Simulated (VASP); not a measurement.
# Tl2ZnO2 (P3m1) in VASP: a series of runs

The runs below take Tl2ZnO2 through single point, relaxation of cell and atoms, with PBE.

All numbers are computed with VASP 6.6.1; they aren't measurements. Logs are shortened: lines on timing, memory, paths and dates and some standing lists are left out, and cuts for length are marked.

### Step 1. The cell of the first run

Symmetry: P3m1, No. 156, trigonal system. Conventional cell: a = 3.381 Å, b = 3.381 Å, c = 10.737 Å, α = 90.00°, β = 90.00°, γ = 120.00°. Zn (site symmetry 3m) has 3 O at 1.95 Å within 2.6 Å. Tl (site symmetry 3m) has 3 O at 2.52 Å and 6 Tl at 3.38 Å within 3.4 Å. Tl (site symmetry 3m) has 3 O at 2.52 Å and 6 Tl at 3.38 Å within 3.4 Å. O (site symmetry 3m) has 6 Tl at 2.52 Å and 6 O at 3.38 Å within 3.4 Å. Within 2.6 Å of O (site symmetry 3m) lie 3 Zn at 1.95 Å.

### Step 2. Single point, PBE

The input, INCAR:

```
SYSTEM = Tl2ZnO2
PREC = Accurate
ENCUT = 520
EDIFF = 1E-6
ISMEAR = 0
SIGMA = 0.02
LREAL = .FALSE.
LASPH = .TRUE.
NELM = 60
ALGO = Normal
ISIF = 2
LWAVE = .FALSE.
LCHARG = .TRUE.
GGA = PE
LELF = .TRUE.
LVHAR = .TRUE.
NBANDS = 33
```

The input, KPOINTS:

```
regular mesh
0
G
  12 12 4
  0 0 0
```

The input, POSCAR:

```
Tl2ZnO2
1.0
    3.3808610833      0.0000000000      0.0000000000
   -1.6904305416      2.9279115848      0.0000000000
    0.0000000000      0.0000000000     10.7369135101
Zn Tl O
1 2 2
Direct
    0.6666666667      0.3333333333      0.6557210450
    0.0000000000      0.0000000000      0.0258276604
    0.3333333333      0.6666666667      0.3232536576
    0.6666666667      0.3333333333      0.1747516061
    0.0000000000      0.0000000000      0.6569456110
```

Potentials or basis: VASP PAW PBE potentials, release 64 (Zn, Tl_d, O).

Started as:

```bash
cat potpaw_PBE.64/Zn/POTCAR potpaw_PBE.64/Tl_d/POTCAR potpaw_PBE.64/O/POTCAR > POTCAR
mpirun -np 1 vasp_std > vasp.out
```

OUTCAR:

```text
SYSTEM = Tl2ZnO2
   PREC = Accurate
   ENCUT = 520
   EDIFF = 1E-6
   ISMEAR = 0
   LREAL = .FALSE.
   LASPH = .TRUE.
   NELM = 60
   ISIF = 2
   GGA = PE

 ion  position               nearest neighbor table
   1  0.667  0.333  0.656-   5 1.95   5 1.95   5 1.95
   2  0.000  0.000  0.026-   4 2.52   4 2.52   4 2.52   3 3.74   3 3.74   3 3.74
   3  0.333  0.667  0.323-   4 2.52   4 2.52   4 2.52   2 3.74   2 3.74   2 3.74
   4  0.667  0.333  0.175-   3 2.52   3 2.52   3 2.52   2 2.52   2 2.52   2 2.52
   5  0.000  0.000  0.657-   1 1.95   1 1.95   1 1.95

  LATTYP: Found a hexagonal cell.
 ALAT       =     3.3808610833
 C/A-ratio  =     3.1757925705

  Lattice vectors:

 A1 = (   3.3808610833,   0.0000000000,   0.0000000000)
 A2 = (  -1.6904305416,   2.9279115848,   0.0000000000)
 A3 = (   0.0000000000,   0.0000000000,  10.7369135101)

Analysis of symmetry for initial positions (statically):
=====================================================================
 Subroutine PRICEL returns:
 Original cell was already a primitive cell.

 Routine SETGRP: Setting up the symmetry group for a
 hexagonal supercell.

 Subroutine GETGRP returns: Found  6 space group operations
 (whereof  6 operations were pure point group operations)
 out of a pool of 24 trial point group operations.

The static configuration has the point symmetry C_3v.

Analysis of symmetry for dynamics (positions and initial velocities):
=====================================================================
 Subroutine PRICEL returns:
 Original cell was already a primitive cell.

 Routine SETGRP: Setting up the symmetry group for a
 hexagonal supercell.

 Subroutine GETGRP returns: Found  6 space group operations
 (whereof  6 operations were pure point group operations)
 out of a pool of 24 trial point group operations.

The dynamic configuration has the point symmetry C_3v.

 Subroutine INISYM returns: Found  6 space group operations
 (whereof  6 operations are pure point group operations),
 and found     1 'primitive' translations

----------------------------------------------------------------------------------------

                                     Primitive cell

  volume of cell :     106.2832

  direct lattice vectors                    reciprocal lattice vectors
     3.380861083  0.000000000  0.000000000     0.295782635  0.170770184  0.000000000
    -1.690430542  2.927911585  0.000000000     0.000000000  0.341540368  0.000000000
     0.000000000  0.000000000 10.736913510     0.000000000  0.000000000  0.093136636

[... 92 lines left out ...]
   NSW    =      0    number of steps for IOM
   IBRION =     -1    ionic relax: 0-MD 1-quasi-New 2-CG
   NFREE  =      0    steps in history (QN), initial steepest desc. (CG)
   ISIF   =      2    stress and relaxation
   ISYM   =      2    0-nonsym 1-usesym 2-fastsym
   POTIM  = 0.5000    time-step for ionic-motion
   TEBEG  =    0.0;   TEEND  =   0.0 temperature during run
   PSTRESS=    0.0 pullay stress
   NELECT =      50.0000    total number of electrons
   NUPDOWN=      -1.0000    fix difference up-down
   EMIN   =  10.00;   EMAX   =-10.00  energy-range for DOS
   EFERMI =   0.00;   METHOD = LEGACY
   ISMEAR =     0;   SIGMA  =   0.02  broadening in eV -4-tet -1-fermi 0-gaus
   EFERMI_NEDOS =   21; number of points for ismear=-14 and -15
   IALGO  =     38    algorithm
   IMIX   =      4    mixing-type and parameters
     AMIX     =   0.40;   BMIX     =  1.00
     AMIX_MAG =   1.60;   BMIX_MAG =  1.00
  volume/ion in A,a.u.               =      21.26       143.45
  Fermi-wavevector in a.u.,A,eV,Ry     =   1.273239  2.406073 22.056914  1.621137
  Thomas-Fermi vector in A             =   2.406073
   LORBIT       =      0    0 simple, 1 ext, 2 COOP (PROOUT), +10 PAW based schemes
   GGA     = PE    functional components
   LHFCALC =     F    Hartree Fock is set to
   AEXX    =    0.0000 exact exchange contribution
   IVDW    =     0    specifies the selected vdW correction
   LEPSILON=     F    determine dielectric tensor
   LRPA    =     F    only Hartree local field effects (RPA)
 non-spin polarized calculation
 Gauss-broadening in eV      SIGMA  =   0.02
  energy-cutoff  :      520.00
  volume of cell :      106.28
 maximum number of plane-waves:      2896
 NGX is ok and might be reduce to    28
   NGX = 13   NGY = 13   NGZ = 39

 number of electron      49.9999996 magnetization

 Free energy of the ion-electron system (eV)
  ---------------------------------------------------
  ext. energy  EPLUGINS =         0.00000000
  ---------------------------------------------------
  free energy    TOTEN  =       -19.44439268 eV

  energy without entropy =      -19.44439268  energy(sigma->0) =      -19.44439268

 E-fermi :   2.7175     XC(G=0):  -9.3084

 val. band max:        2.6255856311   @ k =   0.4167   0.1667   0.5000
 cond. band min:       3.0563338609   @ k =   0.0000   0.0000   0.0000
 fundamental gap:      0.4307482299
 Fermi energy:         2.7174974575

 k-point     1 :       0.0000    0.0000    0.0000
  band No.  band energies     occupation
      1     -14.9499      2.00000
      2     -14.2521      2.00000
      3      -7.8673      2.00000
      4      -7.7677      2.00000
      5      -7.7518      2.00000
      6      -7.7518      2.00000
[... 853 lines left out ...]
     32      12.5673      0.00000
     33      12.7867      0.00000

 [... further k-points ...]

------------------------ aborting loop because EDIFF is reached ----------------------------------------

  FORCE on cell =-STRESS in cart. coord.  units (eV):
  Direction    XX          YY          ZZ          XY          YZ          ZX
  --------------------------------------------------------------------------------------
  -------------------------------------------------------------------------------------
  Total        0.1667790      0.1667790     -0.0091946      0.0000000      0.0000000     -0.0000000
  in kB        2.5141263      2.5141263     -0.1386049      0.0000000      0.0000000     -0.0000000
  external PRESSURE =       1.6298826 kB  Pullay stress =       0.0000000 kB

 VOLUME and BASIS-vectors are now :
 -----------------------------------------------------------------------------
  energy-cutoff  :      520.00
  volume of cell :      106.28
      direct lattice vectors                 reciprocal lattice vectors
     3.380861083  0.000000000  0.000000000     0.295782635  0.170770184  0.000000000
    -1.690430542  2.927911585  0.000000000     0.000000000  0.341540368  0.000000000
     0.000000000  0.000000000 10.736913510     0.000000000  0.000000000  0.093136636

 POSITION                                       TOTAL-FORCE (eV/Angst)
 -----------------------------------------------------------------------------------
      1.69043      0.97597      7.04042         0.000000      0.000000      0.000334
      0.00000      0.00000      0.27731         0.000000     -0.000000     -0.013784
     -0.00000      1.95194      3.47075         0.000000     -0.000000      0.012553
      1.69043      0.97597      1.87629         0.000000     -0.000000      0.000799
      0.00000      0.00000      7.05357        -0.000000     -0.000000      0.000098
 -----------------------------------------------------------------------------------
    total drift:                                0.000003     -0.000001      0.001400

  FREE ENERGIE OF THE ION-ELECTRON SYSTEM (eV)
  ---------------------------------------------------
  free  energy   TOTEN  =       -19.4443926810 eV

  energy  without entropy=      -19.4443926810  energy(sigma->0) =      -19.44439268
```

stdout:

```text
POSCAR found type information on POSCAR ZnTlO
 POSCAR found :  3 types and       5 ions
 scaLAPACK will be used
 LDA part: xc-table for (Slater+PW92), standard interpolation
 POSCAR, INCAR and KPOINTS ok, starting setup
 FFT: planning ... GRIDC
 FFT: planning ... GRID_SOFT
 FFT: planning ... GRID
 WAVECAR not read
 entering main loop
```

Run time: 8.1 min. Hardware: 1 thread of Intel Xeon 8259CL, shared host; peak memory 0.39 GiB.

What came out:

```yaml
Free_energy: -19.4444 eV
Pressure: 0.2 GPa
Largest_force: 0.014 eV/Å
Band_gap_on_the_k_mesh: 0.43 eV (least direct gap 0.59 eV)
```

Forces on the atoms (eV/Å):
```
Zn   0.000  0.000  0.000
Tl   0.000  0.000 -0.014
Tl   0.000  0.000  0.013
O    0.000  0.000  0.001
O    0.000  0.000  0.000
```

Levels at points of the mesh, in eV from the valence-band top:
```csv
k point,band 22,band 23,band 24,band 25,band 26,band 27,band 28,band 29
"(0.00, 0.00, 0.00)",-0.99,-0.83,-0.73,-0.73,0.43,2.92,4.43,8.64
"(0.50, 0.00, 0.00)",-2.32,-1.48,-1.36,-0.10,0.58,2.65,4.86,5.40
"(0.00, 0.00, 0.50)",-0.99,-0.99,-0.73,-0.73,1.19,1.93,5.91,6.55
"(0.50, 0.00, 0.50)",-2.32,-1.48,-1.41,-0.03,0.55,2.74,4.71,5.22
```

Caveat: spin-orbit coupling is left out, which moves the levels of the heavy elements. A k mesh can miss the band edges.

### Step 3. Relaxation of cell and atoms, PBE

This run uses another cell than the first one, of 20.77 Å³/atom.

The input, INCAR:

```
SYSTEM = Tl2ZnO2
  PREC = Accurate
  ENCUT = 600
  EDIFF = 1E-7
  ISMEAR = 0
  SIGMA = 0.02
  LREAL = .FALSE.
  LASPH = .TRUE.
  NELM = 120
  ALGO = Normal
  ISIF = 3
  LWAVE = .FALSE.
  LCHARG = .FALSE.
  GGA = PE
  IBRION = 2
  NSW = 100
  EDIFFG = -0.01
  GGA_COMPAT = .FALSE.
  NELMIN = 4
```

The input, KPOINTS:

```
Automatic mesh
0
G
  12 12 4
  0 0 0
```

The input, POSCAR:

```
Tl2ZnO2
1.0
    3.3859590162      0.0000000000      0.0000000000
   -1.6929795081      2.9323265242      0.0000000000
    0.0000000000      0.0000000000     10.4595319819
Zn Tl O
1 2 2
Direct
    0.6666666667      0.3333333333      0.6549250541
    0.0000000000      0.0000000000      0.0226923125
    0.3333333333      0.6666666667      0.3269661306
    0.6666666667      0.3333333333      0.1752018423
    0.0000000000      0.0000000000      0.6567142405
```

Potentials or basis: VASP PAW PBE potentials, release 64 (Zn, Tl_d, O).

Started as:

```bash
cat potpaw_PBE.64/Zn/POTCAR potpaw_PBE.64/Tl_d/POTCAR potpaw_PBE.64/O/POTCAR > POTCAR
mpirun -np 1 vasp_std > vasp.out
```

OUTCAR:

```text
SYSTEM = Tl2ZnO2
   PREC = Accurate
   ENCUT = 600
   EDIFF = 1E-7
   ISMEAR = 0
   LREAL = .FALSE.
   LASPH = .TRUE.
   NELM = 120
   ISIF = 3
   GGA = PE
   IBRION = 2
   NSW = 100
   EDIFFG = -0.01
   NELMIN = 4

 ion  position               nearest neighbor table
   1  0.667  0.333  0.655-   5 1.95   5 1.95   5 1.95
   2  0.000  0.000  0.023-   4 2.52   4 2.52   4 2.52   3 3.74   3 3.74   3 3.74
   3  0.333  0.667  0.327-   4 2.52   4 2.52   4 2.52   2 3.74   2 3.74   2 3.74
   4  0.667  0.333  0.175-   3 2.52   3 2.52   3 2.52   2 2.52   2 2.52   2 2.52
   5  0.000  0.000  0.657-   1 1.95   1 1.95   1 1.95

  LATTYP: Found a hexagonal cell.
 ALAT       =     3.3859590162
 C/A-ratio  =     3.0890899541

  Lattice vectors:

 A1 = (   3.3859590162,   0.0000000000,   0.0000000000)
 A2 = (  -1.6929795081,   2.9323265242,   0.0000000000)
 A3 = (   0.0000000000,   0.0000000000,  10.4595319819)

Analysis of symmetry for initial positions (statically):
=====================================================================
 Subroutine PRICEL returns:
 Original cell was already a primitive cell.

 Routine SETGRP: Setting up the symmetry group for a
 hexagonal supercell.
[... 284 lines left out ...]
  ---------------------------------------------------
  free  energy   TOTEN  =       -19.4454148267 eV

  energy  without entropy=      -19.4454148267  energy(sigma->0) =      -19.44541483

[... ionic steps 4 to 8 ...]

--------------------------------------- Ionic step        9  -------------------------------------------

 number of electron      49.9999994 magnetization

------------------------ aborting loop because EDIFF is reached ----------------------------------------
[... 73 lines left out ...]
--------------------------------------- Ionic step       11  -------------------------------------------

 number of electron      49.9999996 magnetization

 Free energy of the ion-electron system (eV)
  ---------------------------------------------------
  ext. energy  EPLUGINS =         0.00000000
  ---------------------------------------------------
  free energy    TOTEN  =       -19.44598458 eV

  energy without entropy =      -19.44598458  energy(sigma->0) =      -19.44598458

 E-fermi :   2.8014     XC(G=0):  -9.3700

 val. band max:        2.6950159794   @ k =   0.4167   0.1667   0.5000
 cond. band min:       3.0908709081   @ k =   0.0000   0.0000   0.0000
 fundamental gap:      0.3958549288
 Fermi energy:         2.8013553011

 k-point     1 :       0.0000    0.0000    0.0000
  band No.  band energies     occupation
      1     -14.8720      2.00000
      2     -14.1698      2.00000
      3      -7.7896      2.00000
      4      -7.6911      2.00000
      5      -7.6781      2.00000
      6      -7.6781      2.00000
[... 781 lines left out ...]
     29       9.9498      0.00000
     30      10.8072      0.00000

 [... further k-points ...]

------------------------ aborting loop because EDIFF is reached ----------------------------------------

  FORCE on cell =-STRESS in cart. coord.  units (eV):
  Direction    XX          YY          ZZ          XY          YZ          ZX
  --------------------------------------------------------------------------------------
  -------------------------------------------------------------------------------------
  Total       -0.0161543     -0.0161543      0.0072392     -0.0000000      0.0000000      0.0000000
  in kB       -0.2456760     -0.2456760      0.1100937     -0.0000000      0.0000000      0.0000000
  external PRESSURE =      -0.1270861 kB  Pullay stress =       0.0000000 kB
[... 20 lines left out ...]
  FREE ENERGIE OF THE ION-ELECTRON SYSTEM (eV)
  ---------------------------------------------------
  free  energy   TOTEN  =       -19.4459845820 eV

  energy  without entropy=      -19.4459845820  energy(sigma->0) =      -19.44598458

 reached required accuracy - stopping structural energy minimisation
```

OSZICAR:

```text
N       E                     dE             d eps       ncg     rms          rms(c)
DAV:   1     0.431869735034E+03    0.43187E+03   -0.27624E+04  4140   0.197E+03
[... 108 lines left out ...]
DAV:   1    -0.194463269603E+02   -0.38710E-03   -0.64039E-02  4140   0.174E+00    0.150E-01
DAV:   2    -0.194460469443E+02    0.28002E-03   -0.28129E-03  5170   0.522E-01    0.484E-02
DAV:   3    -0.194459999180E+02    0.47026E-04   -0.15073E-04  5018   0.124E-01    0.337E-02
DAV:   4    -0.194459897362E+02    0.10182E-04   -0.45961E-05  4888   0.464E-02    0.210E-02
DAV:   5    -0.194459856294E+02    0.41069E-05   -0.74984E-06  5338   0.218E-02    0.921E-03
DAV:   6    -0.194459846913E+02    0.93810E-06   -0.12287E-06  6386   0.177E-02    0.231E-03
DAV:   7    -0.194459845766E+02    0.11468E-06   -0.38535E-07  3972   0.367E-03    0.501E-04
DAV:   8    -0.194459845820E+02   -0.54451E-08   -0.30869E-08  2322   0.291E-03
  11 F= -.19445985E+02 E0= -.19445985E+02  d E =-.447824E-04
```

CONTCAR:

```text
Tl2ZnO2
   1.00000000000000
     3.3870176872639712    0.0000000000000000    0.0000000000000000
    -1.6935088436319856    2.9332433602356480   -0.0000000000000000
     0.0000000000000000    0.0000000000000001   10.6040275552265566
  Zn              Tl              O
     1     2     2
Direct
     0.6666666667000030    0.3333333332999970    0.6558406015023213
     1.0000000000000000    1.0000000000000000    0.0240646029713262
     0.3333333332999970    0.6666666667000030    0.3249638600645356
     0.6666666667000030    0.3333333332999970    0.1747347729695309
     0.0000000000000000    0.0000000000000000    0.6568957424922806

  0.00000000E+00  0.00000000E+00  0.00000000E+00
  0.00000000E+00  0.00000000E+00  0.00000000E+00
  0.00000000E+00  0.00000000E+00  0.00000000E+00
  0.00000000E+00  0.00000000E+00  0.00000000E+00
  0.00000000E+00  0.00000000E+00  0.00000000E+00
```

It took 22 min on 1 thread of Intel Xeon Platinum 8488C (Sapphire Rapids), shared host; peak memory 0.44 GiB.

Results:

| Item | Value |
| --- | --- |
| Free energy | -19.4460 eV |
| Relaxed volume | 21.07 Å³/atom |
| Relaxed cell | a = 3.387 Å, b = 3.387 Å, c = 10.604 Å, α = 90.00°, β = 90.00°, γ = 120.00° |
| Space group after relaxing (to 0.1 Å) | P3m1 (No. 156) |
| Energy gained by relaxing | 0.2 meV/atom |
| Ionic steps | 11 |
| Pressure after relaxing | 0.0 GPa |
| Largest force after relaxing | 0.008 eV/Å |
| Band gap on the k mesh | 0.40 eV (least direct gap 0.59 eV) |

Forces on the atoms (eV/Å):
```
Zn   0.000  0.000 -0.006
Tl   0.000  0.000 -0.001
Tl   0.000  0.000 -0.001
O    0.000  0.000  0.000
O    0.000  0.000  0.008
```

The path:
```csv
step,energy change (eV),largest force (eV/Å),pressure (GPa),volume (Å³)
1,0.0000,0.0321,0.19,103.85
2,-0.0003,0.0175,-0.04,104.23
3,-0.0003,0.0118,-0.02,104.18
4,-0.0003,0.0160,0.00,104.20
5,-0.0004,0.0258,0.04,104.23
6,-0.0004,0.0247,0.03,104.28
7,-0.0005,0.0217,0.03,104.45
8,-0.0007,0.0155,0.02,104.77
9,-0.0008,0.0185,0.01,105.42
10,-0.0008,0.0161,0.01,105.26
11,-0.0008,0.0078,-0.01,105.35
```

Final structure:
```
Zn Tl O
1.0
     3.38702    0.00000    0.00000
    -1.69351    2.93324    0.00000
     0.00000    0.00000   10.60403
Zn Tl O
1 2 2
Direct
  0.66667 0.33333 0.65584
  0.00000 0.00000 0.02406
  0.33333 0.66667 0.32496
  0.66667 0.33333 0.17473
  0.00000 0.00000 0.65690
```

Caveat: spin-orbit coupling is left out, which moves the levels of the heavy elements.
